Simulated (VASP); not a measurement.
# GaB (Fmmm) in VASP: relaxation of cell and atoms with PBE

Aim: the relaxation of cell and atoms of GaB with PBE.

Everything below comes from runs of VASP 6.6.1. Logs are shortened: lines on timing, memory, paths and dates and some standing lists are left out, and cuts for length are marked.

## Step 1: The cell of the first run

The structure is orthorhombic, space group Fmmm (No. 69). Conventional cell: a = 4.575 Å, b = 4.866 Å, c = 5.193 Å, α = 90.00°, β = 90.00°, γ = 90.00°. Ga (site symmetry mmm) has 6 B at 2.29 to 2.60 Å within 3.0 Å. Within 3.0 Å of B (site symmetry mmm) lie 6 Ga at 2.29 to 2.60 Å.

## Step 2: Relaxation of cell and atoms, PBE

INCAR reads:

```
SYSTEM = GaB
  PREC = Accurate
  ENCUT = 500
  EDIFF = 1E-7
  ISMEAR = 0
  SIGMA = 0.1
  LREAL = .False.
  LASPH = .True.
  NELM = 120
  ALGO = Normal
  ISIF = 3
  LWAVE = .False.
  LCHARG = .False.
  GGA = PE
  IBRION = 2
  NSW = 90
  EDIFFG = -0.04
  GGA_COMPAT = .False.
  NELMIN = 4
```

KPOINTS reads:

```
regular mesh
0
Gamma
  6 6 6
  0 0 0
```

POSCAR reads:

```
GaB
1.0
    0.0000000000      2.4328858433      2.5965940496
    2.2873674378      0.0000000000      2.5965940496
    2.2873674378      2.4328858433      0.0000000000
Ga B
1 1
Direct
    0.0000000000      0.0000000000      0.0000000000
    0.5000000000      0.5000000000      0.5000000000
```

Potentials or basis: VASP PAW PBE potentials, release 64 (Ga_d, B).

Run with:

```bash
cat potpaw_PBE.64/Ga_d/POTCAR potpaw_PBE.64/B/POTCAR > POTCAR
mpirun -np 1 vasp_std > vasp.out
```

OUTCAR:

```text
SYSTEM = GaB
   PREC = Accurate
   ENCUT = 500
   EDIFF = 1E-7
   ISMEAR = 0
   LREAL = .False.
   LASPH = .True.
   NELM = 120
   ISIF = 3
   GGA = PE
   IBRION = 2
   NSW = 90
   EDIFFG = -0.04
   NELMIN = 4

 ion  position               nearest neighbor table
   1  0.000  0.000  0.000-   2 2.29   2 2.29   2 2.43   2 2.43
   2  0.500  0.500  0.500-   1 2.29   1 2.29   1 2.43   1 2.43

  LATTYP: Found a face centered orthorhombic cell.
 ALAT       =     4.5747348756
 B/A-ratio  =     1.0636182902
 C/A-ratio  =     1.1351888668

  Lattice vectors:

 A1 = (   0.0000000000,   2.4328858433,   2.5965940496)
 A2 = (   2.2873674378,   0.0000000000,   2.5965940496)
 A3 = (   2.2873674378,   2.4328858433,   0.0000000000)

Analysis of symmetry for initial positions (statically):
=====================================================================
 Subroutine PRICEL returns:
 Original cell was already a primitive cell.

 Routine SETGRP: Setting up the symmetry group for a
 face centered orthorhombic supercell.

 Subroutine GETGRP returns: Found  8 space group operations
 (whereof  8 operations were pure point group operations)
 out of a pool of  8 trial point group operations.

The static configuration has the point symmetry D_2h.

Analysis of symmetry for dynamics (positions and initial velocities):
=====================================================================
 Subroutine PRICEL returns:
 Original cell was already a primitive cell.

 Routine SETGRP: Setting up the symmetry group for a
 face centered orthorhombic supercell.

 Subroutine GETGRP returns: Found  8 space group operations
 (whereof  8 operations were pure point group operations)
 out of a pool of  8 trial point group operations.

The dynamic configuration has the point symmetry D_2h.

 Subroutine INISYM returns: Found  8 space group operations
 (whereof  8 operations are pure point group operations),
 and found     1 'primitive' translations

----------------------------------------------------------------------------------------

                                     Primitive cell

  volume of cell :      28.8996

  direct lattice vectors                    reciprocal lattice vectors
     0.000000000  2.432885843  2.596594050    -0.218591903  0.205517247  0.192559942
     2.287367438  0.000000000  2.596594050     0.218591903 -0.205517247  0.192559942
     2.287367438  2.432885843  0.000000000     0.218591903  0.205517247 -0.192559942

  length of vectors
     3.558262804  3.460397442  3.339308809     0.356509593  0.356509593  0.356509593

  position of ions in fractional coordinates (direct lattice)
     0.000000000  0.000000000  0.000000000
     0.500000000  0.500000000  0.500000000

  ion indices of the primitive-cell ions
   primitive index   ion index
                 1           1
                 2           2

----------------------------------------------------------------------------------------

 KPOINTS: regular mesh

Automatic generation of k-mesh.
 Grid dimensions read from file:
 generate k-points for:    6    6    6

 Generating k-lattice:

  Cartesian coordinates                     Fractional coordinates (reciprocal lattice)
    -0.036431984  0.034252874  0.032093324     0.166666667 -0.000000000  0.000000000
     0.036431984 -0.034252874  0.032093324    -0.000000000  0.166666667  0.000000000
     0.036431984  0.034252874 -0.032093324     0.000000000  0.000000000  0.166666667

  Length of vectors
     0.059418265  0.059418265  0.059418265

  Shift w.r.t. Gamma in fractional coordinates (k-lattice)
     0.000000000  0.000000000  0.000000000

 Subroutine IBZKPT returns following result:
 ===========================================

 Found     46 irreducible k-points:

 Following reciprocal coordinates:
            Coordinates               Weight
  0.000000  0.000000  0.000000      1.000000
  0.166667 -0.000000 -0.000000      8.000000
  0.333333 -0.000000  0.000000      8.000000
  0.500000 -0.000000 -0.000000      4.000000
  0.166667  0.166667  0.000000      2.000000
  0.333333  0.166667  0.000000      8.000000
[... 16 lines left out ...]
 -0.166667  0.166667  0.166667      8.000000
  0.500000  0.333333  0.166667      4.000000
 [... further k-points ...]
   k-points           NKPTS =     46   k-points in BZ     NKDIM =     46   number of bands    NBANDS=     12
   number of dos      NEDOS =    301   number of ions     NIONS =      2
   total plane-waves  NPLWV =  18816
   dimension x,y,z NGX =    28 NGY =   28 NGZ =   24
   dimension x,y,z NGXF=    56 NGYF=   56 NGZF=   48
   ions per type =               1   1
   NGX,Y,Z   is equivalent  to a cutoff of  13.08, 13.45, 11.95 a.u.
   NGXF,Y,Z  is equivalent  to a cutoff of  26.16, 26.90, 23.90 a.u.
 SYSTEM =  GaB
   PREC   = accura    normal or accurate (medium, high low for compatibility)
   ISTART =      0    job   : 0-new  1-cont  2-samecut
   ICHARG =      2    charge: 1-file 2-atom 10-const
   ISPIN  =      1    spin polarized calculation?
   LNONCOLLINEAR =      F non collinear calculations
   LSORBIT =      F    spin-orbit coupling
   LASPH  =      T    aspherical Exc in radial PAW
   ENCUT  =  500.0 eV  36.75 Ry    6.06 a.u.   6.49  6.31  6.09*2*pi/ulx,y,z
   NELM   =    120;   NELMIN=  4; NELMDL= -5     # of ELM steps
   EDIFF  = 0.1E-06   stopping-criterion for ELM
   LREAL  =      F    real-space projection
   EDIFFG = -.4E-01   stopping-criterion for IOM
   NSW    =     90    number of steps for IOM
   IBRION =      2    ionic relax: 0-MD 1-quasi-New 2-CG
   NFREE  =      1    steps in history (QN), initial steepest desc. (CG)
   ISIF   =      3    stress and relaxation
   ISYM   =      2    0-nonsym 1-usesym 2-fastsym
   POTIM  = 0.5000    time-step for ionic-motion
   TEBEG  =    0.0;   TEEND  =   0.0 temperature during run
   PSTRESS=    0.0 pullay stress
   NELECT =      16.0000    total number of electrons
   NUPDOWN=      -1.0000    fix difference up-down
   EMIN   =  10.00;   EMAX   =-10.00  energy-range for DOS
   EFERMI =   0.00;   METHOD = LEGACY
   ISMEAR =     0;   SIGMA  =   0.10  broadening in eV -4-tet -1-fermi 0-gaus
   EFERMI_NEDOS =   21; number of points for ismear=-14 and -15
   IALGO  =     38    algorithm
   IMIX   =      4    mixing-type and parameters
     AMIX     =   0.40;   BMIX     =  1.00
     AMIX_MAG =   1.60;   BMIX_MAG =  1.00
  volume/ion in A,a.u.               =      14.45        97.51
  Fermi-wavevector in a.u.,A,eV,Ry     =   1.344263  2.540289 24.586314  1.807043
  Thomas-Fermi vector in A             =   2.472271
   LORBIT       =      0    0 simple, 1 ext, 2 COOP (PROOUT), +10 PAW based schemes
   GGA     = PE    functional components
   LHFCALC =     F    Hartree Fock is set to
   AEXX    =    0.0000 exact exchange contribution
   IVDW    =     0    specifies the selected vdW correction
   LEPSILON=     F    determine dielectric tensor
   LRPA    =     F    only Hartree local field effects (RPA)
 conjugate gradient relaxation of ions
 non-spin polarized calculation
 Gauss-broadening in eV      SIGMA  =   0.10
  energy-cutoff  :      500.00
  volume of cell :       28.90
 maximum number of plane-waves:       752
 NGX is ok and might be reduce to    28
   NGX = 13   NGY = 13   NGZ = 13

--------------------------------------- Ionic step        1  -------------------------------------------

 number of electron      15.9999997 magnetization

 Free energy of the ion-electron system (eV)
  ---------------------------------------------------
  ext. energy  EPLUGINS =         0.00000000
  ---------------------------------------------------
  free energy    TOTEN  =        -7.56182090 eV

  energy without entropy =       -7.55697525  energy(sigma->0) =       -7.55939807

------------------------ aborting loop because EDIFF is reached ----------------------------------------

  FORCE on cell =-STRESS in cart. coord.  units (eV):
  Direction    XX          YY          ZZ          XY          YZ          ZX
  --------------------------------------------------------------------------------------
  -------------------------------------------------------------------------------------
  Total       -1.7854545     -1.9326668     -2.4900707     -0.0000000      0.0000000      0.0000000
  in kB      -98.9846035   -107.1459747   -138.0481324     -0.0000000      0.0000000      0.0000000
  external PRESSURE =    -114.7262369 kB  Pullay stress =       0.0000000 kB

 VOLUME and BASIS-vectors are now :
 -----------------------------------------------------------------------------
  energy-cutoff  :      500.00
  volume of cell :       28.90
      direct lattice vectors                 reciprocal lattice vectors
     0.000000000  2.432885843  2.596594050    -0.218591903  0.205517247  0.192559942
     2.287367438  0.000000000  2.596594050     0.218591903 -0.205517247  0.192559942
     2.287367438  2.432885843  0.000000000     0.218591903  0.205517247 -0.192559942
[... 253 lines left out ...]
 POSITION                                       TOTAL-FORCE (eV/Angst)
 -----------------------------------------------------------------------------------
      2.27108      2.30993      4.62555        -0.000000      0.000000      0.000000
      2.27108      2.30993      2.31278         0.000000      0.000000     -0.000000
 -----------------------------------------------------------------------------------
    total drift:                                0.000000      0.000000      0.000000

  FREE ENERGIE OF THE ION-ELECTRON SYSTEM (eV)
  ---------------------------------------------------
  free  energy   TOTEN  =        -7.7923653060 eV

  energy  without entropy=       -7.7883818076  energy(sigma->0) =       -7.79037356

--------------------------------------- Ionic step        9  -------------------------------------------

 number of electron      15.9999994 magnetization

 Free energy of the ion-electron system (eV)
  ---------------------------------------------------
  ext. energy  EPLUGINS =         0.00000000
  ---------------------------------------------------
  free energy    TOTEN  =        -7.79263384 eV

  energy without entropy =       -7.78872004  energy(sigma->0) =       -7.79067694

 E-fermi :   6.0805     XC(G=0): -11.7531

 val. band max:        5.9192091178   @ k =  -0.1667   0.1667   0.0000
 cond. band min:       6.1029063785   @ k =   0.1667  -0.0000  -0.0000
 fundamental gap:      0.1836972608
 Fermi energy:         6.0805007977

 k-point     1 :       0.0000    0.0000    0.0000
  band No.  band energies     occupation
      1      -8.3790      2.00000
      2      -8.3788      2.00000
      3      -8.3677      2.00000
      4      -8.3676      2.00000
      5      -8.3652      2.00000
      6      -6.5980      2.00000
      7       8.2523      0.00000
      8       8.4817      0.00000
      9       8.4900      0.00000
     10      14.5864      0.00000
     11      17.7264      0.00000
     12      17.7320      0.00000

 k-point     2 :       0.1667   -0.0000   -0.0000
  band No.  band energies     occupation
      1      -8.3937      2.00000
      2      -8.3923      2.00000
      3      -8.3840      2.00000
      4      -8.3459      2.00000
      5      -8.3425      2.00000
      6      -6.0383      2.00000
      7       6.1029      0.75135
      8       8.3455      0.00000
      9       8.4278      0.00000
     10      14.9076      0.00000
     11      15.9014      0.00000
     12      15.9422      0.00000
[... 316 lines left out ...]
 k-point    24 :       0.5000    0.3333    0.1667
  band No.  band energies     occupation
      1      -8.5319      2.00000
      2      -8.4025      2.00000
      3      -8.3855      2.00000
      4      -8.2948      2.00000
      5      -8.2628      2.00000
      6      -2.8743      2.00000
      7       3.2225      2.00000
      8       3.9721      2.00000
      9       5.7953      1.99995
     10      11.0265      0.00000
     11      15.0859      0.00000
     12      15.3360      0.00000

 [... further k-points ...]

------------------------ aborting loop because EDIFF is reached ----------------------------------------

  FORCE on cell =-STRESS in cart. coord.  units (eV):
  Direction    XX          YY          ZZ          XY          YZ          ZX
  --------------------------------------------------------------------------------------
  -------------------------------------------------------------------------------------
  Total        0.0497517     -0.0136567     -0.0533642     -0.0000000      0.0000000      0.0000000
  in kB        3.3025261     -0.9065351     -3.5423244     -0.0000000      0.0000000      0.0000000
  external PRESSURE =      -0.3821111 kB  Pullay stress =       0.0000000 kB

 VOLUME and BASIS-vectors are now :
 -----------------------------------------------------------------------------
  energy-cutoff  :      500.00
  volume of cell :       24.14
      direct lattice vectors                 reciprocal lattice vectors
    -0.000000000  2.307013997  2.308671147    -0.220668272  0.216730371  0.216574804
     2.265844543 -0.000000000  2.308671147     0.220668272 -0.216730371  0.216574804
     2.265844543  2.307013997  0.000000000     0.220668272  0.216730371 -0.216574804

 POSITION                                       TOTAL-FORCE (eV/Angst)
 -----------------------------------------------------------------------------------
      0.00000      0.00000      0.00000         0.000000      0.000000      0.000000
      2.26584      2.30701      2.30867        -0.000000      0.000000     -0.000000
 -----------------------------------------------------------------------------------
    total drift:                               -0.000000      0.000000      0.000000

  FREE ENERGIE OF THE ION-ELECTRON SYSTEM (eV)
  ---------------------------------------------------
  free  energy   TOTEN  =        -7.7926338398 eV

  energy  without entropy=       -7.7887200372  energy(sigma->0) =       -7.79067694

 reached required accuracy - stopping structural energy minimisation
```

Wall time 66 s (1 thread of AMD EPYC 7R13 (Zen 3), shared host); peak memory 0.14 GiB.

Results:

| Item | Value |
| --- | --- |
| Free energy | -7.7926 eV |
| Relaxed volume | 12.07 Å³/atom |
| Relaxed cell | a = 3.264 Å, b = 3.235 Å, c = 3.234 Å, α = 60.61°, β = 59.72°, γ = 59.68° |
| Space group after relaxing (to 0.05 Å) | I4/mmm (No. 139) |
| Energy gained by relaxing | 115.4 meV/atom |
| Ionic steps | 9 |
| Pressure after relaxing | 0.0 GPa |
| Band gap on the k mesh | zero (band 8 reaches 8.58 eV, above the bottom of band 9 at 3.22 eV) |

The path:
```
step  energy change (eV)  largest force (eV/Å)  pressure (GPa)  volume (Å³)
   1              0.0000                0.0000          -11.47        28.90
   2             -0.1872                0.0000           -0.14        24.78
   3             -0.1879                0.0000            0.63        24.59
   4             -0.2213                0.0000            0.32        24.19
   5             -0.2299                0.0000            1.11        23.93
   6             -0.2299                0.0000            1.21        23.89
   7             -0.2299                0.0000            1.16        23.90
   8             -0.2305                0.0000           -0.67        24.27
   9             -0.2308                0.0000           -0.04        24.14
```

Final structure:
```
CELL_PARAMETERS angstrom
0.00000 2.30701 2.30867
2.26584 0.00000 2.30867
2.26584 2.30701 0.00000
ATOMIC_POSITIONS crystal
Ga 0.00000 0.00000 0.00000
B 0.50000 0.50000 0.50000
```

Caveat: the k points lie up to 0.40 Å⁻¹ apart in the final cell; the volume moved by over 15 % at a fixed basis, so the end points are rough.
